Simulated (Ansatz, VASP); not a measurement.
GaN in VASP and in Ansatz

```
CELL_PARAMETERS angstrom
3.18900 0.00000 0.00000
-1.59450 2.76176 0.00000
0.00000 0.00000 5.18500
ATOMIC_POSITIONS crystal
Ga 0.33333 0.66667 0.00000
Ga 0.66667 0.33333 0.50000
N 0.33333 0.66667 0.50000
N 0.66667 0.33333 0.00000
```

Alike in both runs: task relaxation of cell and atoms; functional LDA; k mesh 12 × 12 × 6; occupations gaussian, width 0.02 eV; no spin polarisation.

```csv
,VASP,Ansatz
version,VASP 6.6.1,Ansatz 0.2.0
potentials or method,"VASP PAW LDA potentials, release 64 (Ga_d, N), cutoff 600 eV","scalar-relativistic, plane waves, PAW"
valence electrons in the cell,36,36
```

|  | VASP | Ansatz | Ansatz less VASP |
| --- | --- | --- | --- |
| gap on the k mesh at the Fermi level, each at its own relaxed structure (eV) | 1.68 | 1.70 | +0.019 |
| relaxed volume (Å³/atom) | 10.91 | 10.87 | -0.037 |
| relaxed cell length with the largest relative difference (Å) | 3.284 | 3.276 | -0.0085 |

LDA's correlation is that of Perdew and Zunger in VASP and of Perdew and Wang (1992) in Ansatz.
